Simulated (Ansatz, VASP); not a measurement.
# AlFe2: VASP beside Ansatz

The input INCAR:

```
SYSTEM = AlFe2
PREC     = Accurate       ! precision mode
ENCUT    = 520            ! plane-wave cutoff, eV
EDIFF    = 1E-7           ! SCF threshold, eV
ISMEAR   = 0              ! smearing method
SIGMA    = 0.1            ! smearing width, eV
LREAL    = .False.        ! projectors in reciprocal space
LASPH    = .True.         ! aspherical terms in the spheres
NELM     = 150            ! most SCF steps
ALGO     = Normal         ! electronic algorithm
ISIF     = 2              ! what is computed and relaxed
LWAVE    = .False.        ! write WAVECAR
LCHARG   = .False.        ! write CHGCAR
ISPIN    = 2              ! spin polarisation
MAGMOM   = 0 0 4 4 4 4    ! initial moments
LORBIT   = 11             ! projections on sites
LMAXMIX  = 4              ! l up to which the mixer works
GGA      = PS             ! functional
NBANDS   = 32             ! bands
```

The input KPOINTS:

```
Automatic mesh
0
Gamma
  10 10 10
  0 0 0
```

File POSCAR:

```
AlFe2
1.0
    0.0000000000      3.4594958351      3.4594958351
    3.4594958351      0.0000000000      3.4594958351
    3.4594958351      3.4594958351      0.0000000000
Al Fe
2 4
Direct
    0.2500000000      0.2500000000      0.2500000000
    0.0000000000      0.0000000000      0.0000000000
    0.6250000000      0.1250000000      0.6250000000
    0.6250000000      0.6250000000      0.1250000000
    0.1250000000      0.6250000000      0.6250000000
    0.6250000000      0.6250000000      0.6250000000
```

Input for Ansatz:

```yaml
crystal:
  lattice:
    - [0.0, 3.4594958351, 3.4594958351]
    - [3.4594958351, 0.0, 3.4594958351]
    - [3.4594958351, 3.4594958351, 0.0]
  atoms:
    - { symbol: Al, position: [0.25, 0.25, 0.25] }
    - { symbol: Al, position: [0.0, 0.0, 0.0] }
    - { symbol: Fe, position: [0.625, 0.125, 0.625], spin: 4.0 }
    - { symbol: Fe, position: [0.625, 0.625, 0.125], spin: 4.0 }
    - { symbol: Fe, position: [0.125, 0.625, 0.625], spin: 4.0 }
    - { symbol: Fe, position: [0.625, 0.625, 0.625], spin: 4.0 }
basis:
  ecutwfc: 420
kpoints:
  mp_grid: { grid: [10, 10, 10] }
hamiltonian:
  xc: pbesol
scf:
  occupations: { method: gaussian, width: 0.1 }
  lower_state_search: "off"
output:
  forces: true
  stress: true
  eigenvalues: true
  populations: true
  write_density: true
  write_potential: true
  elf: true
  volumetric_format: npy
magnetization:
  spin_polarized: true
```

Alike in both runs: task single point; functional PBEsol; k mesh 10 × 10 × 10; occupations gaussian, width 0.1 eV; collinear spin.

```csv
,VASP,Ansatz
version,VASP 6.6.1,Ansatz 0.2.0
potentials or method,"VASP PAW PBE potentials, release 64 (Al, Fe), cutoff 520 eV","scalar-relativistic, plane waves, PAW"
valence electrons in the cell,38,70
```

```csv
,VASP,Ansatz,Ansatz less VASP
gap on the k mesh at the Fermi level (eV),none,none,-
pressure (GPa),-15.8,-15.7,+0.06
net moment per atom (μB),1.39,1.38,-0.003
size of the moment on the site where the two differ most (μB),0.05,0.10,+0.057
```

VASP's potentials were made for PBE, not for PBEsol. Site moments also hang on the region over which each program counts them. A gap of «none» marks a metal or a gap that the smearing closes. VASP's potentials hold 38 valence electrons a cell and Ansatz's 70, so a difference there can come from the potentials and not from the codes.
